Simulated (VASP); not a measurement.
Wanted: the native input for a VASP 6.6.1 run.

* Task: relaxation of cell and atoms
* Functional: PBE
* Potentials or basis: VASP PAW PBE potentials, release 64 (Be, Zn, Se)
* Cutoff: 600 eV
* k mesh: 8 × 8 × 8
* Occupations: gaussian, width 0.02 eV
* Spin: no spin polarisation
* Dipole correction: no
* Further INCAR settings: ALGO = Normal; EDIFF = 1e-06; IBRION = 2; EDIFFG = -0.01; NSW = 100; ISIF = 3

The structure of Be2ZnSe3 lies in POSCAR:

```
Be2ZnSe3
1.0
   -1.8898812191      1.8898812191      8.1134796345
    1.8898812191     -1.8898812191      8.1134796345
    1.8898812191      1.8898812191     -8.1134796345
Be Zn Se
2 1 3
Direct
    0.3279425922      0.3279425922      0.0000000000
    0.6720574078      0.6720574078      0.0000000000
    0.0000000000      0.0000000000      0.0000000000
    0.4044921171      0.9044921171      0.5000000000
    0.7500000000      0.2500000000      0.5000000000
    0.0955078829      0.5955078829      0.5000000000
```

The input as run:

INCAR

```
ALGO = Normal ; EDIFF = 1E-6
EDIFFG = -0.01 ; ENCUT = 600
GGA = PE ; IBRION = 2
ISIF = 3 ; ISMEAR = 0
LASPH = T ; LCHARG = F
LREAL = F ; LWAVE = F
NELM = 60 ; NSW = 100
PREC = Accurate ; SIGMA = 0.02
```

KPOINTS

```
k-points
0
Gamma
  8 8 8
```

Potentials or basis: VASP PAW PBE potentials, release 64 (Be, Zn, Se).

The run is started by

```console
$ cat potpaw_PBE.64/Be/POTCAR potpaw_PBE.64/Zn/POTCAR potpaw_PBE.64/Se/POTCAR > POTCAR
$ mpirun -np 1 vasp_std > vasp.out
```

It gave:

```
Relaxed volume                        : 19.35 Å³/atom
Relaxed cell                          : a = 8.553 Å, b = 8.553 Å, c = 8.553 Å, α = 154.46°, β = 154.46°, γ = 36.43°
Space group after relaxing (to 0.1 Å) : I-4m2 (No. 119)
Energy gained by relaxing             : 0.0 meV/atom
Ionic steps                           : 2
Pressure after relaxing               : 0.0 GPa
Band gap on the k mesh                : 2.65 eV (least direct gap 2.66 eV)
```

Wall time 18 min on 1 thread of Oxide Virtual Turin-like Processor, with other jobs on the host, peak memory 0.77 GiB.
